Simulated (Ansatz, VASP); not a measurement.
# BiTe in VASP and in Ansatz

The input INCAR:

```
PREC = Accurate
ENCUT = 400
EDIFF = 1E-8
ISMEAR = -1
SIGMA = 0.03
LREAL = False
LASPH = True
NELM = 120
ALGO = Normal
ISIF = 2
LWAVE = False
LCHARG = False
GGA = PE
LEFG = True
NBANDS = 18
GGA_COMPAT = False
```

The input KPOINTS:

```
regular mesh
0
Gamma
  10 10 10
```

File POSCAR:

```
BiTe
1.0
    0.0000000000      3.2984474805      3.2984474805
    3.2984474805      0.0000000000      3.2984474805
    3.2984474805      3.2984474805      0.0000000000
Bi Te
1 1
Direct
    0.0000000000      0.0000000000      0.0000000000
    0.5000000000      0.5000000000      0.5000000000
```

Input for Ansatz:

```yaml
crystal:
  lattice:
    - [0.0, 3.2984474805, 3.2984474805]
    - [3.2984474805, 0.0, 3.2984474805]
    - [3.2984474805, 3.2984474805, 0.0]
  atoms:
    - { symbol: Bi, position: [0.0, 0.0, 0.0] }
    - { symbol: Te, position: [0.5, 0.5, 0.5] }
kpoints:
  mp_grid: { grid: [10, 10, 10] }
scf:
  occupations: { method: fermi_dirac, width: 0.03 }
hamiltonian:
  xc: pbe
  pseudopotentials: { kind: all_electron, datasets: crystal }
output:
  forces: true
  stress: true
  eigenvalues: true
  efg: { contact_densities: true }
```

Change from the starting cell: volume scaled by 1.06, crystal datasets.

Alike in both runs: task electric field gradients; functional PBE; k mesh 10 × 10 × 10; occupations fermi-dirac, width 0.03 eV; no spin polarisation.

|  | VASP | Ansatz |
| --- | --- | --- |
| version | VASP 6.6.1 | Ansatz 0.2.0 |
| potentials or method | VASP PAW PBE potentials, release 64 (Bi_d, Te), cutoff 400 eV | all-electron PAW with datasets made for the crystal, scalar-relativistic |

```csv
,VASP,Ansatz,Ansatz less VASP
pressure (GPa),-1.9,-1.8,+0.08
```

Ansatz ran all-electron here, and VASP with PAW potentials.

Neither program's run includes spin-orbit coupling.
